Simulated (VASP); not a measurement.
Runs of VASP 6.6.1 on As. The structure is that of space group Fm-3m (No. 225), or close to it. The cells are those of the table. 

```tsv
cell	k mesh	gap on the mesh (eV)	pressure (GPa)
a = 3.063 Å, angles 60.0°, 1 atom	15 × 15 × 15	none	-8.4
a = 2.910 Å, angles 60.0°, 1 atom	15 × 15 × 15	none	4.6
a = 2.869 Å, angles 60.0°, 1 atom	15 × 15 × 15	none	9.8
a = 2.827 Å, angles 60.0°, 1 atom	15 × 15 × 15	none	(b)
a = 3.026 Å, angles 60.0°, 1 atom	15 × 15 × 15	none	-6.1
a = 2.950 Å, angles 60.0°, 1 atom	15 × 15 × 15	none	0.3
a = 2.950 Å, angles 60.0°, 1 atom	13 × 13 × 13	none	0.3
a = 2.950 Å, angles 60.0°, 1 atom	21 × 21 × 21	none	(a)
```

Alike in all rows: task single point; level LDA; potentials or basis VASP PAW LDA potentials, release 64 (As); no spin polarisation; cutoff (eV) 520; smearing fermi-dirac 0.1 eV.

**Question.** Fill in the values left out.

**Answer.** (a) 0.2; (b) 16.3.

A k mesh can miss the band edges, and the runs leave out spin-orbit coupling on As.

A gap of «none» marks levels without a gap at the run's occupations.
